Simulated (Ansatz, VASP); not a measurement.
Two plane-wave programs on Sr

Contents of INCAR:

```
SYSTEM = Sr
  PREC = Accurate
  ENCUT = 520
  EDIFF = 1E-6
  ISMEAR = 0
  SIGMA = 0.03
  LREAL = .False.
  LASPH = .True.
  NELM = 100
  ALGO = Normal
  ISIF = 2
  LWAVE = .False.
  LCHARG = .False.
  GGA = PS
  NBANDS = 11
```

The input KPOINTS:

```
Automatic mesh
0
Gamma
  10 10 10
  0 0 0
```

Contents of POSCAR:

```
Sr
1.0
    0.0000000000      3.2857380000      2.7989620000
    3.2857380000      0.0000000000      2.7989620000
    3.2857380000      3.2857380000      0.0000000000
Sr
1
Direct
    0.0000000000      0.0000000000      0.0000000000
```

Input for Ansatz:

```yaml
crystal:
  lattice:
    - [0.0, 3.285738, 2.798962]
    - [3.285738, 0.0, 2.798962]
    - [3.285738, 3.285738, 0.0]
  atoms:
    - { symbol: Sr, position: [0.0, 0.0, 0.0] }
basis:
  ecutwfc: 420
kpoints:
  mp_grid: { grid: [10, 10, 10] }
hamiltonian:
  xc: pbesol
scf:
  occupations: { method: gaussian, width: 0.03 }
output:
  forces: true
  stress: true
  eigenvalues: true
  write_density: true
  write_potential: true
  elf: true
  volumetric_format: npy
```

Change from the starting cell: strain +0.080 along x and y, -0.080 along z, atoms carried along.

Alike in both runs: task single point; functional PBEsol; k mesh 10 × 10 × 10; occupations gaussian, width 0.03 eV; no spin polarisation.

|  | VASP | Ansatz |
| --- | --- | --- |
| version | VASP 6.6.1 | Ansatz 0.2.0 |
| potentials or method | VASP PAW PBE potentials, release 64 (Sr_sv), cutoff 520 eV | scalar-relativistic, plane waves, PAW |
| valence electrons in the cell | 10 | 10 |

VASP gave:

| Item | Value |
| --- | --- |
| gap on the k mesh at the Fermi level (eV) | none |
| pressure (GPa) | -1.5 |
| traceless stress, the component that is largest in VASP (GPa) | 0.17 |

Q: Which values does Ansatz return?

A: gap on the k mesh at the Fermi level (eV): none; pressure (GPa): -1.5; traceless stress, the component that is largest in VASP (GPa): 0.16.

VASP's potentials were made for PBE, not for PBEsol. A gap of «none» marks a metal or a gap that the smearing closes. The functional is the same, so the differences come from potentials, cutoffs and numerics.
